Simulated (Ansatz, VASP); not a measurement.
# Ru: VASP beside Ansatz

File INCAR:

```
PREC = Accurate
ENCUT = 520
EDIFF = 1E-6
ISMEAR = 1
SIGMA = 0.1
LREAL = F
LASPH = T
NELM = 150
ALGO = Normal
ISIF = 2
LWAVE = F
LCHARG = T
ISPIN = 2
MAGMOM = 3 3
LORBIT = 11
LMAXMIX = 4
LELF = T
LVHAR = T
NBANDS = 25
```

File KPOINTS:

```
regular mesh
0
Gamma
  9 9 6
```

Contents of POSCAR:

```
Ru
1.0
    2.7078263433      0.0000000000      0.0000000000
   -1.3539131716      2.3450464023      0.0000000000
    0.0000000000      0.0000000000      4.2681017800
Ru
2
Direct
    0.3333333333      0.6666666667      0.2500000000
    0.6666666667      0.3333333333      0.7500000000
```

Input for Ansatz:

```yaml
crystal:
  lattice:
    - [2.7078263433, 0.0, 0.0]
    - [-1.3539131716, 2.3450464023, 0.0]
    - [0.0, 0.0, 4.26810178]
  atoms:
    - { symbol: Ru, position: [0.3333333333, 0.6666666667, 0.25], spin: 3.0 }
    - { symbol: Ru, position: [0.6666666667, 0.3333333333, 0.75], spin: 3.0 }
basis:
  ecutwfc: 420
kpoints:
  mp_grid: { grid: [9, 9, 6] }
hamiltonian:
  xc: lda
scf:
  occupations: { method: cold }
  lower_state_search: "off"
output:
  forces: true
  stress: true
  eigenvalues: true
  populations: true
magnetization:
  spin_polarized: true
```

Alike in both runs: task single point; functional LDA; k mesh 9 × 9 × 6; collinear spin.

```csv
,VASP,Ansatz
version,VASP 6.6.1,Ansatz 0.2.0
potentials or method,"VASP PAW LDA potentials, release 64 (Ru_pv), cutoff 520 eV","scalar-relativistic, plane waves, PAW"
occupations,"methfessel-paxton of order 1, width 0.1 eV",cold
valence electrons in the cell,28,32
```

|  | VASP | Ansatz | Ansatz less VASP |
| --- | --- | --- | --- |
| gap on the k mesh at the Fermi level (eV) | none | none | - |
| pressure (GPa) | -11.1 | -12.0 | -0.86 |
| traceless stress, the component that is largest in VASP (GPa) | 0.89 | 0.65 | -0.238 |
| net moment per atom (μB) | 0.00 | 0.00 | 0.000 |

LDA's correlation is that of Perdew and Zunger in VASP and of Perdew and Wang (1992) in Ansatz. A gap of «none» marks a metal or a gap that the smearing closes. VASP's potentials hold 28 valence electrons a cell and Ansatz's 32, so a difference there can come from the potentials and not from the codes. Ansatz's warnings: seeded moment not kept, stability check not made.
